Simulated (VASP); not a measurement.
PtAuC4N4, 10 atoms in the cell. The structure is cubic, space group P-43m (No. 215). The conventional cell has a = 6.113 Å, b = 6.113 Å, c = 6.113 Å, α = 90.00°, β = 90.00°, γ = 90.00°. Pt (site symmetry -43m) has 4 C at 1.99 Å within 2.6 Å. Within 1.6 Å of C (site symmetry 3m) lie 1 N at 1.18 Å. Within 2.8 Å of Au (site symmetry -43m) lie 4 N at 2.13 Å. Within 1.6 Å of N (site symmetry 3m) lie 1 C at 1.18 Å. 

* Program: VASP 6.6.1
* Task: single point
* Functional: PBE
* Potentials or basis: VASP PAW PBE potentials, release 64 (Pt_sv_GW, C, Au_sv_GW, N)
* Cutoff: 700 eV
* k mesh: 4 × 4 × 4
* Occupations: gaussian, width 0.1 eV
* Spin: no spin polarisation
* Dipole correction: no
* Further INCAR settings: ALGO = Normal; EDIFF = 1e-06; NBANDS = 48

Potentials or basis: VASP PAW PBE potentials, release 64 (Pt_sv_GW, C, Au_sv_GW, N).

Command:

```sh
$ cat potpaw_PBE.64/Pt_sv_GW/POTCAR potpaw_PBE.64/C/POTCAR potpaw_PBE.64/Au_sv_GW/POTCAR potpaw_PBE.64/N/POTCAR > POTCAR
$ mpirun -np 1 vasp_std > vasp.out
```

Hardware: 1 thread of Intel(R) Xeon(R) Platinum 8259CL CPU @ 2.50GHz (Skylake/Cascade Lake), on a shared host.

**Question.** How long does it take, and how much memory?

**Answer.** It took 9 min on 1 thread of Intel(R) Xeon(R) Platinum 8259CL CPU @ 2.50GHz (Skylake/Cascade Lake) (shared host), peak memory 0.52 GiB. Counts: scf iterations 19, k points 10.
